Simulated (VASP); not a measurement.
# HfO2 (Fm-3m) in VASP: a series of runs

Aim: see how the results for HfO2 move with the level of theory and the settings. Levels: PBEsol+D3(BJ), PBEsol+D4. Tasks: single point.

Everything below comes from runs of VASP 6.6.1. Logs are shortened: lines on timing, memory, paths and dates and some standing lists are left out, and cuts for length are marked.

## (1) The cell of the first run

It takes space group Fm-3m (No. 225, cubic). The conventional cell has a = 5.022 Å, b = 5.022 Å, c = 5.022 Å, α = 90.00°, β = 90.00°, γ = 90.00°. Hf (site symmetry m-3m) has 8 O at 2.17 Å within 2.9 Å. O (site symmetry -43m) has 4 Hf at 2.17 Å and 6 O at 2.51 Å within 2.9 Å.

## (2) Single point, PBEsol+D3(BJ)

INCAR

```
PREC     = Accurate       # precision mode
ENCUT    = 520            # plane-wave cutoff, eV
EDIFF    = 1E-6           # SCF threshold, eV
ISMEAR   = -1             # smearing method
SIGMA    = 0.05           # smearing width, eV
LREAL    = False          # projectors in reciprocal space
LASPH    = True           # aspherical terms in the spheres
NELM     = 100            # most SCF steps
ALGO     = Normal         # electronic algorithm
ISIF     = 2              # what is computed and relaxed
LWAVE    = False          # write WAVECAR
LCHARG   = False          # write CHGCAR
GGA      = PS             # functional
IVDW     = 12             # dispersion correction
NBANDS   = 18             # bands
```

KPOINTS

```
Automatic mesh
0
Gamma
  9 9 9
```

POSCAR

```
HfO2
1.0
    0.0000000000      2.5108494357      2.5108494357
    2.5108494357      0.0000000000      2.5108494357
    2.5108494357      2.5108494357      0.0000000000
Hf O
1 2
Direct
    0.0000000000      0.0000000000      0.0000000000
    0.7500000000      0.7500000000      0.7500000000
    0.2500000000      0.2500000000      0.2500000000
```

Potentials or basis: VASP PAW PBE potentials, release 64 (Hf_pv, O).

On the command line:

```console
$ cat potpaw_PBE.64/Hf_pv/POTCAR potpaw_PBE.64/O/POTCAR > POTCAR
$ mpirun -np 1 vasp_std > vasp.out
```

OUTCAR:

```text
PREC = Accurate
   ENCUT = 520
   EDIFF = 1E-6
   ISMEAR = -1
   LREAL = False
   LASPH = True
   NELM = 100
   ISIF = 2
   GGA = PS
   IVDW = 12
 IVDW          = 12

 ion  position               nearest neighbor table
   1  0.000  0.000  0.000-   2 2.17   2 2.17   2 2.17   2 2.17   3 2.17   3 2.17   3 2.17   3 2.17

   2  0.750  0.750  0.750-   1 2.17   1 2.17   1 2.17   1 2.17
   3  0.250  0.250  0.250-   1 2.17   1 2.17   1 2.17   1 2.17

  LATTYP: Found a face centered cubic cell.
 ALAT       =     5.0216988714

  Lattice vectors:

 A1 = (   0.0000000000,   2.5108494357,   2.5108494357)
 A2 = (   2.5108494357,   0.0000000000,   2.5108494357)
 A3 = (   2.5108494357,   2.5108494357,   0.0000000000)

Analysis of symmetry for initial positions (statically):
=====================================================================
 Subroutine PRICEL returns:
 Original cell was already a primitive cell.

 Routine SETGRP: Setting up the symmetry group for a
 face centered cubic supercell.

 Subroutine GETGRP returns: Found 48 space group operations
[... 9 lines left out ...]

 Routine SETGRP: Setting up the symmetry group for a
 face centered cubic supercell.

 Subroutine GETGRP returns: Found 48 space group operations
[... 11 lines left out ...]
                                     Primitive cell

  volume of cell :      31.6586

  direct lattice vectors                    reciprocal lattice vectors
     0.000000000  2.510849436  2.510849436    -0.199135796  0.199135796  0.199135796
     2.510849436  0.000000000  2.510849436     0.199135796 -0.199135796  0.199135796
     2.510849436  2.510849436  0.000000000     0.199135796  0.199135796 -0.199135796

  length of vectors
     3.550877325  3.550877325  3.550877325     0.344913316  0.344913316  0.344913316

  position of ions in fractional coordinates (direct lattice)
     0.000000000  0.000000000  0.000000000
     0.750000000  0.750000000  0.750000000
     0.250000000  0.250000000  0.250000000

  ion indices of the primitive-cell ions
   primitive index   ion index
                 1           1
                 2           2
                 3           3

----------------------------------------------------------------------------------------

 KPOINTS: Automatic mesh

Automatic generation of k-mesh.
 Grid dimensions read from file:
 generate k-points for:    9    9    9

 Generating k-lattice:

  Cartesian coordinates                     Fractional coordinates (reciprocal lattice)
    -0.022126200  0.022126200  0.022126200     0.111111111  0.000000000  0.000000000
     0.022126200 -0.022126200  0.022126200     0.000000000  0.111111111  0.000000000
     0.022126200  0.022126200 -0.022126200     0.000000000  0.000000000  0.111111111

  Length of vectors
     0.038323702  0.038323702  0.038323702

  Shift w.r.t. Gamma in fractional coordinates (k-lattice)
     0.000000000  0.000000000  0.000000000

 Subroutine IBZKPT returns following result:
 ===========================================

 Found     35 irreducible k-points:

 Following reciprocal coordinates:
            Coordinates               Weight
  0.000000  0.000000  0.000000      1.000000
  0.111111  0.000000  0.000000      8.000000
  0.222222  0.000000  0.000000      8.000000
  0.333333  0.000000  0.000000      8.000000
  0.444444  0.000000  0.000000      8.000000
  0.111111  0.111111  0.000000      6.000000
[... 16 lines left out ...]
 -0.333333  0.333333  0.000000     12.000000
  0.444444  0.444444  0.000000      6.000000
 [... further k-points ...]
   k-points           NKPTS =     35   k-points in BZ     NKDIM =     35   number of bands    NBANDS=     18
   number of dos      NEDOS =    301   number of ions     NIONS =      3
   total plane-waves  NPLWV =  21952
   dimension x,y,z NGX =    28 NGY =   28 NGZ =   28
   dimension x,y,z NGXF=    56 NGYF=   56 NGZF=   56
   ions per type =               1   2
   NGX,Y,Z   is equivalent  to a cutoff of  13.11, 13.11, 13.11 a.u.
   NGXF,Y,Z  is equivalent  to a cutoff of  26.22, 26.22, 26.22 a.u.
 SYSTEM =  unknown system
   PREC   = accura    normal or accurate (medium, high low for compatibility)
   ISTART =      0    job   : 0-new  1-cont  2-samecut
   ICHARG =      2    charge: 1-file 2-atom 10-const
   ISPIN  =      1    spin polarized calculation?
   LNONCOLLINEAR =      F non collinear calculations
   LSORBIT =      F    spin-orbit coupling
   LASPH  =      T    aspherical Exc in radial PAW
   ENCUT  =  520.0 eV  38.22 Ry    6.18 a.u.   6.60  6.60  6.60*2*pi/ulx,y,z
   NELM   =    100;   NELMIN=  2; NELMDL= -5     # of ELM steps
   EDIFF  = 0.1E-05   stopping-criterion for ELM
   LREAL  =      F    real-space projection
   EDIFFG = 0.1E-04   stopping-criterion for IOM
   NSW    =      0    number of steps for IOM
   IBRION =     -1    ionic relax: 0-MD 1-quasi-New 2-CG
   NFREE  =      0    steps in history (QN), initial steepest desc. (CG)
   ISIF   =      2    stress and relaxation
   ISYM   =      2    0-nonsym 1-usesym 2-fastsym
   POTIM  = 0.5000    time-step for ionic-motion
   TEBEG  =    0.0;   TEEND  =   0.0 temperature during run
   PSTRESS=    0.0 pullay stress
   NELECT =      22.0000    total number of electrons
   NUPDOWN=      -1.0000    fix difference up-down
   EMIN   =  10.00;   EMAX   =-10.00  energy-range for DOS
   EFERMI =   0.00;   METHOD = LEGACY
   ISMEAR =    -1;   SIGMA  =   0.05  broadening in eV -4-tet -1-fermi 0-gaus
   EFERMI_NEDOS =   21; number of points for ismear=-14 and -15
   IALGO  =     38    algorithm
   IMIX   =      4    mixing-type and parameters
     AMIX     =   0.40;   BMIX     =  1.00
     AMIX_MAG =   1.60;   BMIX_MAG =  1.00
  volume/ion in A,a.u.               =      10.55        71.21
  Fermi-wavevector in a.u.,A,eV,Ry     =   1.450057  2.740210 28.608496  2.102665
  Thomas-Fermi vector in A             =   2.567713
   LORBIT       =      0    0 simple, 1 ext, 2 COOP (PROOUT), +10 PAW based schemes
   GGA     = PS    functional components
   LHFCALC =     F    Hartree Fock is set to
   AEXX    =    0.0000 exact exchange contribution
   IVDW    =    12    specifies the selected vdW correction
   LEPSILON=     F    determine dielectric tensor
   LRPA    =     F    only Hartree local field effects (RPA)
 non-spin polarized calculation
  energy-cutoff  :      520.00
  volume of cell :       31.66
 maximum number of plane-waves:       881
   NGX = 13   NGY = 13   NGZ = 13

 number of electron      21.9999996 magnetization

 Free energy of the ion-electron system (eV)
  ---------------------------------------------------
  ext. energy  EPLUGINS =         0.00000000
  ---------------------------------------------------
  free energy    TOTEN  =       -31.63698900 eV

  energy without entropy =      -31.63698900  energy(sigma->0) =      -31.63698900

 E-fermi :   5.4457     XC(G=0): -12.2589

 val. band max:        4.3260684745   @ k =  -0.4444   0.4444   0.0000
 cond. band min:       8.1901557465   @ k =   0.4444   0.4444   0.0000
 fundamental gap:      3.8640872719
 Fermi energy:         5.4456545247

 k-point     1 :       0.0000    0.0000    0.0000
  band No.  band energies     occupation
      1     -25.1162      2.00000
      2     -25.1162      2.00000
      3     -25.1162      2.00000
      4     -14.4906      2.00000
      5     -11.2433      2.00000
      6      -1.2011      2.00000
[... 10 lines left out ...]
     17      15.1649      0.00000
     18      18.1663      0.00000

 k-point     2 :       0.1111    0.0000    0.0000
  band No.  band energies     occupation
      1     -25.1799      2.00000
      2     -25.1230      2.00000
      3     -25.1230      2.00000
      4     -14.3086      2.00000
      5     -11.3942      2.00000
      6      -1.0758      2.00000
[... 10 lines left out ...]
     17      14.9279      0.00000
     18      18.0194      0.00000

 k-point     3 :       0.2222    0.0000    0.0000
  band No.  band energies     occupation
      1     -25.3350      2.00000
      2     -25.1401      2.00000
      3     -25.1401      2.00000
      4     -13.8557      2.00000
      5     -11.7191      2.00000
      6      -0.7528      2.00000
[... 10 lines left out ...]
     17      14.4666      0.00000
     18      17.3871      0.00000

 k-point     4 :       0.3333    0.0000    0.0000
  band No.  band energies     occupation
      1     -25.5018      2.00000
      2     -25.1596      2.00000
      3     -25.1596      2.00000
      4     -13.3992      2.00000
      5     -11.9534      2.00000
      6      -0.3867      2.00000
[... 10 lines left out ...]
     17      14.1492      0.00000
     18      16.7327      0.00000

 k-point     5 :       0.4444    0.0000    0.0000
  band No.  band energies     occupation
      1     -25.6059      2.00000
      2     -25.1721      2.00000
      3     -25.1721      2.00000
      4     -13.2051      2.00000
      5     -11.9596      2.00000
      6      -0.1638      2.00000
[... 10 lines left out ...]
     17      14.0615      0.00000
     18      17.0835      0.00000

 k-point     6 :       0.1111    0.1111    0.0000
  band No.  band energies     occupation
      1     -25.1853      2.00000
      2     -25.1331      2.00000
      3     -25.1331      2.00000
      4     -14.2448      2.00000
      5     -11.4454      2.00000
      6      -1.0573      2.00000
[... 307 lines left out ...]
 k-point    21 :       0.4444    0.3333    0.0000
  band No.  band energies     occupation
      1     -25.5797      2.00000
      2     -25.2666      2.00000
      3     -25.2378      2.00000
      4     -12.5177      2.00000
      5     -12.4151      2.00000
      6      -1.6883      2.00000
[... 10 lines left out ...]
     17      15.5225      0.00000
     18      18.0197      0.00000

 k-point    22 :      -0.4444    0.3333    0.0000
  band No.  band energies     occupation
      1     -25.5627      2.00000
      2     -25.3493      2.00000
      3     -25.2337      2.00000
      4     -12.5619      2.00000
      5     -12.2452      2.00000
      6      -1.6924      2.00000
[... 10 lines left out ...]
     17      16.6697      0.00000
     18      17.9877      0.00000

 k-point    23 :      -0.3333    0.3333    0.0000
  band No.  band energies     occupation
      1     -25.4741      2.00000
      2     -25.4409      2.00000
      3     -25.2134      2.00000
      4     -12.5836      2.00000
      5     -12.2619      2.00000
      6      -1.2542      2.00000
[... 10 lines left out ...]
     17      16.4034      0.00000
     18      17.9250      0.00000

 k-point    24 :       0.4444    0.4444    0.0000
  band No.  band energies     occupation
      1     -25.6339      2.00000
      2     -25.2550      2.00000
      3     -25.2550      2.00000
      4     -12.6063      2.00000
      5     -12.1987      2.00000
      6      -2.2318      2.00000
[... 10 lines left out ...]
     17      16.5443      0.00000
     18      18.0331      0.00000

 [... further k-points ...]

------------------------ aborting loop because EDIFF is reached ----------------------------------------

 Edisp (eV)   -0.70070

 E8    (eV) :    -0.4717

  FORCE on cell =-STRESS in cart. coord.  units (eV):
  Direction    XX          YY          ZZ          XY          YZ          ZX
  --------------------------------------------------------------------------------------
  -------------------------------------------------------------------------------------
  Total      -0.75616    -0.75616    -0.75616     0.00000     0.00000    -0.00000
  in kB     -38.26746   -38.26746   -38.26746     0.00000     0.00000    -0.00000
  external pressure =      -38.27 kB  Pullay stress =        0.00 kB

 VOLUME and BASIS-vectors are now :
 -----------------------------------------------------------------------------
  energy-cutoff  :      520.00
  volume of cell :       31.66
      direct lattice vectors                 reciprocal lattice vectors
     0.000000000  2.510849436  2.510849436    -0.199135796  0.199135796  0.199135796
     2.510849436  0.000000000  2.510849436     0.199135796 -0.199135796  0.199135796
     2.510849436  2.510849436  0.000000000     0.199135796  0.199135796 -0.199135796

 POSITION                                       TOTAL-FORCE (eV/Angst)
 -----------------------------------------------------------------------------------
      0.00000      0.00000      0.00000        -0.000000     -0.000000     -0.000000
      3.76627      3.76627      3.76627        -0.000000     -0.000000     -0.000000
      1.25542      1.25542      1.25542         0.000000      0.000000      0.000000
 -----------------------------------------------------------------------------------
    total drift:                                0.000000      0.000000      0.000000

  FREE ENERGIE OF THE ION-ELECTRON SYSTEM (eV)
  ---------------------------------------------------
  free  energy   TOTEN  =       -32.3376928249 eV

  energy  without entropy=      -32.3376928249  energy(sigma->0) =      -32.33769282
```

It took 9.3 s on 1 thread of Intel Xeon 6975P-C (Granite Rapids), shared host; peak memory 0.17 GiB.

Results:

```
Free energy                : -32.3377 eV
Pressure                   : -3.8 GPa
Band gap on the k mesh     : 3.86 eV, indirect (least direct gap 3.99 eV)
Dispersion energy per atom : -0.234 eV
```

Caveat: the PAW data sets were made with another functional, which shifts forces and pressure a little; spin-orbit coupling is left out, which moves the levels of the heavy elements. A k mesh can miss the band edges.

## (3) Single point, PBEsol+D3(BJ)

This run uses another cell than the first one, of 10.58 Å³/atom, 1.002 times its volume.

INCAR

```
SYSTEM = HfO2
  PREC = Accurate
  ENCUT = 520
  EDIFF = 1E-7
  ISMEAR = -1
  SIGMA = 0.05
  LREAL = .False.
  LASPH = .True.
  NELM = 100
  ALGO = Normal
  ISIF = 2
  LWAVE = .False.
  LCHARG = .False.
  GGA = PS
  IVDW = 12
  NBANDS = 18
```

KPOINTS

```
regular mesh
0
Gamma
  9 9 9
  0 0 0
```

POSCAR

```
HfO2
1.0
    0.0000000000      2.5126566630      2.5126566630
    2.5126566630      0.0000000000      2.5126566630
    2.5126566630      2.5126566630      0.0000000000
Hf O
1 2
Direct
    0.0000000000      0.0000000000      0.0000000000
    0.7500000000      0.7500000000      0.7500000000
    0.2500000000      0.2500000000      0.2500000000
```

Potentials or basis: VASP PAW PBE potentials, release 64 (Hf_pv, O).

On the command line:

```console
$ cat potpaw_PBE.64/Hf_pv/POTCAR potpaw_PBE.64/O/POTCAR > POTCAR
$ mpirun -np 1 vasp_std > vasp.out
```

Wall time 9.7 s (1 thread of Intel Xeon 6975P-C (Granite Rapids), shared host); peak memory 0.18 GiB.

It converged, with:

- Free energy: -32.3360 eV
- Pressure: -4.4 GPa
- Band gap on the k mesh: 3.86 eV, indirect (least direct gap 3.98 eV)
- Dispersion energy per atom: -0.233 eV

Levels at points of the mesh, in eV from the valence-band top:
| k point | band 8 | band 9 | band 10 | band 11 | band 12 | band 13 | band 14 | band 15 |
| --- | --- | --- | --- | --- | --- | --- | --- | --- |
| (0.00, 0.00, 0.00) | -5.51 | -0.58 | -0.58 | -0.58 | 3.89 | 3.89 | 5.91 | 10.81 |

Caveat: three body term missing; the PAW data sets were made with another functional, which shifts forces and pressure a little; spin-orbit coupling is left out, which moves the levels of the heavy elements. A k mesh can miss the band edges.

[end of part 1 of 2]
